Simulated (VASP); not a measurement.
# BN (P-1) in VASP: further runs, part 2 of 2

VASP 6.6.1. Earlier steps stand in the parts before.

## (4) Single point, PBE (the part above a cut slid along it)

The input, INCAR:

```
  PREC = Accurate
  ENCUT = 600
  EDIFF = 1E-6
  ISMEAR = 0
  SIGMA = 0.05
  LREAL = False
  LASPH = True
  NELM = 120
  ALGO = Normal
  ISIF = 2
  LWAVE = False
  LCHARG = False
  GGA = PE
  NBANDS = 26
  GGA_COMPAT = False
```

The input, KPOINTS:

```
regular mesh
0
Gamma
  10 10 2
```

The input, POSCAR:

```
BN
1.0
   -2.5116193520      0.0000000000      0.0000000000
   -1.2558096760     -2.1751261634      0.0000000000
   -1.0465080633     -0.7250420545     16.8407423124
B N
4 4
Direct
    0.1145833333      0.0416666667      0.8750000000
    0.2395833333      0.2083333333      0.3750000000
    0.6354166667      0.6250000000      0.1250000000
    0.5104166667      0.4583333333      0.6250000000
    0.3020833333      0.2916666667      0.1250000000
    0.1770833333      0.1250000000      0.6250000000
    0.4479166667      0.3750000000      0.8750000000
    0.5729166667      0.5416666667      0.3750000000
```

Potentials or basis: VASP PAW PBE potentials, release 64 (B, N).

Run with:

```bash
cat potpaw_PBE.64/B/POTCAR potpaw_PBE.64/N/POTCAR > POTCAR
mpirun -np 1 vasp_std > vasp.out
```

OUTCAR:

```text
PREC = Accurate
   ENCUT = 600
   EDIFF = 1E-6
   ISMEAR = 0
   LREAL = False
   LASPH = True
   NELM = 120
   ISIF = 2
   GGA = PE

 ion  position               nearest neighbor table
   1  0.115  0.042  0.875-   7 1.45   7 1.45   7 1.45
   2  0.240  0.208  0.375-   8 1.45   8 1.45   8 1.45
   3  0.635  0.625  0.125-   5 1.45   5 1.45   5 1.45
   4  0.510  0.458  0.625-   6 1.45   6 1.45   6 1.45
[... 917 lines left out ...]
  -------------------------------------------------------------------------------------
  Total        0.0785666      0.0783417     -0.0828217      0.0002121      0.0001989      0.0036470
  in kB        1.3681975      1.3642820     -1.4422985      0.0036941      0.0034644      0.0635102
  external PRESSURE =       0.4300603 kB  Pullay stress =       0.0000000 kB

 VOLUME and BASIS-vectors are now :
 -----------------------------------------------------------------------------
  energy-cutoff  :      600.00
  volume of cell :       92.00
      direct lattice vectors                 reciprocal lattice vectors
    -2.511619352  0.000000000  0.000000000    -0.398149504  0.229871723 -0.014844951
    -1.255809676 -2.175126163  0.000000000     0.000000000 -0.459743447 -0.019793268
    -1.046508063 -0.725042055 16.840742312     0.000000000  0.000000000  0.059379805

 POSITION                                       TOTAL-FORCE (eV/Angst)
 -----------------------------------------------------------------------------------
     -1.25581     -0.72504     14.73565         0.000193     -0.000064     -0.003967
     -1.25581     -0.72504      6.31528         0.000000     -0.000007     -0.000002
     -2.51162     -1.45008      2.10509        -0.000193      0.000064      0.003967
     -2.51162     -1.45008     10.52546        -0.000000      0.000007      0.000002
     -1.25581     -0.72504      2.10509         0.001087     -0.000078      0.001545
     -1.25581     -0.72504     10.52546         0.000069      0.000013     -0.000012
     -2.51162     -1.45008     14.73565        -0.001087      0.000078     -0.001545
     -2.51162     -1.45008      6.31528        -0.000069     -0.000013      0.000012
 -----------------------------------------------------------------------------------
    total drift:                                0.000011      0.000025      0.000000

  FREE ENERGIE OF THE ION-ELECTRON SYSTEM (eV)
  ---------------------------------------------------
  free  energy   TOTEN  =       -70.4259084601 eV

  energy  without entropy=      -70.4259084601  energy(sigma->0) =      -70.42590846
```

OSZICAR:

```text
N       E                     dE             d eps       ncg     rms          rms(c)
DAV:   1     0.169499912617E+03    0.16950E+03   -0.16739E+04  5416   0.124E+03
DAV:   2    -0.638175948693E+02   -0.23332E+03   -0.21597E+03  7418   0.287E+02
DAV:   3    -0.776740662967E+02   -0.13856E+02   -0.13757E+02  7212   0.706E+01
DAV:   4    -0.778880752480E+02   -0.21401E+00   -0.21382E+00  6944   0.933E+00
DAV:   5    -0.778922599682E+02   -0.41847E-02   -0.41835E-02  7168   0.129E+00    0.159E+01
DAV:   6    -0.712874527863E+02    0.66048E+01   -0.15142E+01  6628   0.228E+01    0.707E+00
DAV:   7    -0.706514731406E+02    0.63598E+00   -0.11056E+00  7226   0.618E+00    0.447E+00
DAV:   8    -0.704308014782E+02    0.22067E+00   -0.78565E-01  7146   0.445E+00    0.801E-01
DAV:   9    -0.704213931700E+02    0.94083E-02   -0.43131E-02  6808   0.126E+00    0.277E-01
DAV:  10    -0.704253454622E+02   -0.39523E-02   -0.42749E-03  6570   0.385E-01    0.679E-02
DAV:  11    -0.704258688970E+02   -0.52343E-03   -0.42143E-04  6910   0.147E-01    0.325E-02
DAV:  12    -0.704259064001E+02   -0.37503E-04   -0.12360E-04  6546   0.660E-02    0.647E-03
DAV:  13    -0.704259079010E+02   -0.15009E-05   -0.43115E-06  7058   0.127E-02    0.159E-03
DAV:  14    -0.704259084601E+02   -0.55913E-06   -0.48873E-07  5106   0.503E-03
   1 F= -.70425908E+02 E0= -.70425908E+02  d E =-.843049E-17
```

It took 6 min on 1 thread of Oxide Virtual Turin-like, shared host; peak memory 0.34 GiB.

What came out:

```yaml
Free_energy: -70.4259 eV
Pressure: 0.0 GPa
Largest_force: 0.004 eV/Å
Band_gap_on_the_k_mesh: 4.49 eV (least direct gap 4.85 eV)
```

Forces on the atoms (eV/Å):
```
B    0.000  0.000 -0.004
B    0.000  0.000  0.000
B    0.000  0.000  0.004
B    0.000  0.000  0.000
N    0.001  0.000  0.002
N    0.000  0.000  0.000
N   -0.001  0.000 -0.002
N    0.000  0.000  0.000
```

Stress tensor (GPa, compression positive):
```
 0.14  0.00  0.01
 0.00  0.14  0.00
 0.01  0.00 -0.14
```

Caveat: the cell differs from its parent crystal (the part above a cut slid along it).

## (5) Single point, PBE (the part above a cut slid along it)

The input, INCAR:

```
PREC = Accurate ; ENCUT = 600
EDIFF = 1E-6 ; ISMEAR = 0
SIGMA = 0.05 ; LREAL = False
LASPH = True ; NELM = 120
ALGO = Normal ; ISIF = 2
LWAVE = False ; LCHARG = True
GGA = PE ; LELF = True
LVHAR = True ; NBANDS = 26
GGA_COMPAT = False
```

KPOINTS is that of step 4.

The input, POSCAR:

```
BN
1.0
   -2.5116193520      0.0000000000      0.0000000000
   -1.2558096760     -2.1751261634      0.0000000000
   -1.8837145140     -1.4500841090     16.8407423124
B N
4 4
Direct
   -0.0312500000     -0.2500000000      0.8750000000
    0.1770833333      0.0833333333      0.3750000000
    0.6145833333      0.5833333333      0.1250000000
    0.4062500000      0.2500000000      0.6250000000
    0.2812500000      0.2500000000      0.1250000000
    0.0729166667     -0.0833333333      0.6250000000
    0.3020833333      0.0833333333      0.8750000000
    0.5104166667      0.4166666667      0.3750000000
```

Run with:

```bash
cat potpaw_PBE.64/B/POTCAR potpaw_PBE.64/N/POTCAR > POTCAR
mpirun -np 1 vasp_std > vasp.out
```

Run time: 5.9 min. Hardware: 1 thread of Oxide Virtual Turin-like, shared host; peak memory 0.34 GiB.

Results (log left out):

```yaml
Free_energy: -70.4269 eV
Pressure: 0.0 GPa
Band_gap_on_the_k_mesh: 4.50 eV (least direct gap 4.80 eV)
```

Stress tensor (GPa, compression positive):
```
 0.14  0.00  0.00
 0.00  0.14 -0.01
 0.00 -0.01 -0.17
```

Levels at points of the mesh, in eV from the valence-band top:
| k point | band 14 | band 15 | band 16 | band 17 | band 18 | band 19 |
| --- | --- | --- | --- | --- | --- | --- |
| (0.00, 0.00, 0.00) | -1.23 | -1.23 | -1.23 | 4.50 | 5.75 | 5.75 |
| (0.50, 0.00, 0.00) | -0.78 | -0.78 | -0.67 | 4.65 | 4.86 | 4.93 |
| (0.00, 0.50, 0.00) | -0.81 | -0.75 | -0.69 | 4.70 | 4.89 | 4.90 |
| (0.50, 0.50, 0.00) | -0.85 | -0.71 | -0.70 | 4.75 | 4.80 | 5.00 |
| (0.00, 0.00, 0.50) | -1.23 | -1.23 | -1.23 | 4.83 | 4.84 | 6.99 |
| (0.50, 0.00, 0.50) | -0.85 | -0.70 | -0.70 | 4.68 | 4.77 | 5.04 |
| (0.00, 0.50, 0.50) | -0.82 | -0.74 | -0.69 | 4.75 | 4.76 | 5.03 |
| (0.50, 0.50, 0.50) | -0.79 | -0.77 | -0.68 | 4.73 | 4.86 | 4.92 |

Caveat: the cell differs from its parent crystal (the part above a cut slid along it). A k mesh can miss the band edges.

## (6) The runs side by side

| cell | gap on the mesh (eV) | pressure (GPa) |
| --- | --- | --- |
| a = 2.512, b = 2.512, c = 16.877 Å, angles 86.4, 87.2, 60.0°, 8 atoms | 4.49 | 0.0 |
| a = 2.512, b = 2.512, c = 16.873 Å, angles 86.4, 88.2, 60.0°, 8 atoms | 4.49 | 0.0 |
| a = 2.512, b = 2.512, c = 16.889 Å, angles 86.1, 86.4, 60.0°, 8 atoms | 4.49 | 0.0 |
| a = 2.512, b = 2.512, c = 17.008 Å, angles 82.6, 83.6, 60.0°, 8 atoms | 4.50 | 0.0 |

Alike in all rows: task single point; level PBE; potentials or basis VASP PAW PBE potentials, release 64 (B, N); no spin polarisation; k mesh 10 × 10 × 2; cutoff (eV) 600; smearing gaussian 0.05 eV.

Total energies depend on the potentials used, so only differences within one code and one set of settings carry meaning.
